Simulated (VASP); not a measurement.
Write the native input for VASP 6.6.1 that does the following.

| Property | Result |
| --- | --- |
| Task | relaxation of cell and atoms |
| Functional | r2SCAN |
| Potentials or basis | VASP PAW PBE potentials, release 64 (Sb) |
| Cutoff | 600 eV |
| k mesh | 12 × 12 × 8 |
| Occupations | gaussian, width 0.1 eV |
| Spin | no spin polarisation |
| Target pressure | 4 GPa |
| Dipole correction | no |
| Further INCAR settings | ALGO = Normal; EDIFF = 1e-06; IBRION = 2; EDIFFG = -0.008; NSW = 70; ISIF = 3 |

The system is Sb.

```
CELL_PARAMETERS angstrom
3.29727 0.00000 0.00000
-1.64864 2.85552 0.00000
0.00000 0.00000 5.43897
ATOMIC_POSITIONS crystal
Sb 0.33333 0.66667 0.25000
Sb 0.66667 0.33333 0.75000
```

These files were run (other wordings do the same):

POSCAR

```
Sb
1.0
    3.2972737979      0.0000000000      0.0000000000
   -1.6486368990      2.8555228722      0.0000000000
    0.0000000000      0.0000000000      5.4389701179
Sb
2
Direct
    0.3333333333      0.6666666667      0.2500000000
    0.6666666667      0.3333333333      0.7500000000
```

INCAR.step1

```
PREC = Accurate
ENCUT = 600
ISMEAR = 0
SIGMA = 0.1
LREAL = F
LASPH = T
NELM = 80
GGA = PE
ALGO = Normal
EDIFF = 1E-4
LWAVE = T
LCHARG = F
```

INCAR.step2

```
PREC = Accurate
ENCUT = 600
EDIFF = 1E-6
ISMEAR = 0
SIGMA = 0.1
LREAL = F
LASPH = T
NELM = 80
ALGO = Normal
ISIF = 3
LWAVE = F
LCHARG = F
METAGGA = R2SCAN
LMIXTAU = T
IBRION = 2
NSW = 70
EDIFFG = -0.008
PSTRESS = 40.0
ISTART = 1
```

KPOINTS

```
regular mesh
0
Gamma
  12 12 8
```

Potentials or basis: VASP PAW PBE potentials, release 64 (Sb).

Run with:

```console
$ cat potpaw_PBE.64/Sb/POTCAR > POTCAR
$ cp INCAR.step1 INCAR
$ mpirun -np 1 vasp_std > vasp.out
$ cp INCAR.step2 INCAR
$ mpirun -np 1 vasp_std > vasp.out
```

It gave:

| Property | Result |
| --- | --- |
| Relaxed volume | 25.61 Å³/atom |
| Relaxed cell | a = 3.301 Å, b = 3.301 Å, c = 5.427 Å, α = 90.00°, β = 90.00°, γ = 120.00° |
| Space group after relaxing (to 0.05 Å) | P6_3/mmc (No. 194) |
| Energy change on relaxing (the enthalpy is what falls) | -0.3 meV/atom |
| Ionic steps | 6 |
| Pressure after relaxing | 4.0 GPa |
| Band gap on the k mesh | zero (band 5 reaches 14.14 eV, above the bottom of band 6 at 5.50 eV) |

Caveat: the cell is relaxed towards a set pressure, so the enthalpy falls and the energy may rise; the PAW data sets were made with another functional, which shifts forces and pressure a little; spin-orbit coupling is left out, which moves the levels of the heavy elements.

Wall time 3.2 min on 1 thread of Intel(R) Xeon(R) 6975P-C (Granite Rapids), with other jobs on the host, peak memory 0.23 GiB.
